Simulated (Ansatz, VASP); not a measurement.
## Rh: VASP beside Ansatz

File INCAR:

```
SYSTEM = Rh
PREC = Accurate
ENCUT = 520
EDIFF = 1E-7
ISMEAR = 0
SIGMA = 0.15
LREAL = .False.
LASPH = .True.
NELM = 80
ALGO = Fast
ISIF = 2
LWAVE = .False.
LCHARG = .False.
GGA = PS
NBANDS = 22
```

KPOINTS

```
Automatic mesh
0
Gamma
  21 21 12
  0 0 0
```

POSCAR

```
Rh
1.0
    2.7609787018      0.0000000000      0.0000000000
   -1.3804893509      2.3910776951      0.0000000000
    0.0000000000      0.0000000000      4.2704057581
Rh
2
Direct
    0.6666666667      0.3333333333      0.7500000000
    0.3333333333      0.6666666667      0.2500000000
```

Input for Ansatz:

```yaml
crystal:
  lattice:
    - [2.7609787018, 0.0, 0.0]
    - [-1.3804893509, 2.3910776951, 0.0]
    - [0.0, 0.0, 4.2704057581]
  atoms:
    - { symbol: Rh, position: [0.6666666667, 0.3333333333, 0.75] }
    - { symbol: Rh, position: [0.3333333333, 0.6666666667, 0.25] }
basis:
  ecutwfc: 420
kpoints:
  mp_grid: { grid: [21, 21, 12] }
hamiltonian:
  xc: pbesol
  pseudopotentials: { kind: paw, azcp: { folder: soft_1 } }
scf:
  occupations: { method: gaussian, width: 0.15 }
output:
  forces: true
  stress: true
  eigenvalues: true
  write_density: true
  write_potential: true
  elf: true
  volumetric_format: npy
```

Alike in both runs: task single point; functional PBEsol; k mesh 21 × 21 × 12; occupations gaussian, width 0.15 eV; no spin polarisation.

|  | VASP | Ansatz |
| --- | --- | --- |
| version | VASP 6.6.1 | Ansatz 0.2.0 |
| potentials or method | VASP PAW PBE potentials, release 64 (Rh_pv), cutoff 520 eV | scalar-relativistic, plane waves, PAW |
| valence electrons in the cell | 30 | 34 |

VASP gave:

```
gap on the k mesh at the Fermi level (eV)                     : none
pressure (GPa)                                                : -9.7
traceless stress, the component that is largest in VASP (GPa) : 6.57
```

Q: Estimate Ansatz's values.

A: gap on the k mesh at the Fermi level (eV): none; pressure (GPa): -9.6; traceless stress, the component that is largest in VASP (GPa): 6.58.

VASP's potentials were made for PBE, not for PBEsol, and Ansatz warns of the same on its side. A gap of «none» marks a metal or a gap that the smearing closes. VASP's potentials hold 30 valence electrons a cell and Ansatz's 34, so a difference there can come from the potentials and not from the codes.
